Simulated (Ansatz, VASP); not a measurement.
## InSe2: VASP beside Ansatz

```
In Se
1.0
     3.89489    0.00000    0.00000
     0.00000    3.89489    0.00000
     0.00000    0.00000    9.62623
In Se
2 4
Cartesian
  0.0000 1.9474 6.8006
  1.9474 0.0000 2.8256
  0.0000 1.9474 3.5252
  1.9474 0.0000 6.1010
  0.0000 0.0000 0.0000
  1.9474 1.9474 0.0000
```

Alike in both runs: task single point; functional PBEsol; k mesh 4 × 4 × 2; occupations gaussian, width 0.1 eV; no spin polarisation.

|  | VASP | Ansatz |
| --- | --- | --- |
| version | VASP 6.6.1 | Ansatz 0.2.0 |
| potentials or method | VASP PAW PBE potentials, release 64 (In_d, Se), cutoff 520 eV | scalar-relativistic, plane waves, PAW |
| valence electrons in the cell | 50 | 90 |

|  | VASP | Ansatz | Ansatz less VASP |
| --- | --- | --- | --- |
| gap on the k mesh at the Fermi level (eV) | none | none | - |
| pressure (GPa) | -3.0 | -3.0 | -0.08 |
| traceless stress, the component that is largest in VASP (GPa) | 0.88 | 0.92 | +0.033 |
| rms of the force components (eV/Å) | 0.068 | 0.068 | +0.0001 |

VASP's potentials were made for PBE, not for PBEsol. Atom by atom the forces differ by 0.001 eV/Å (rms over components). A gap of «none» marks a metal or a gap that the smearing closes. The functional is the same, so the differences come from potentials, cutoffs and numerics. VASP's potentials hold 50 valence electrons a cell and Ansatz's 90, so a difference there can come from the potentials and not from the codes.

The k mesh is coarse, so the values compare programs but aren't converged.
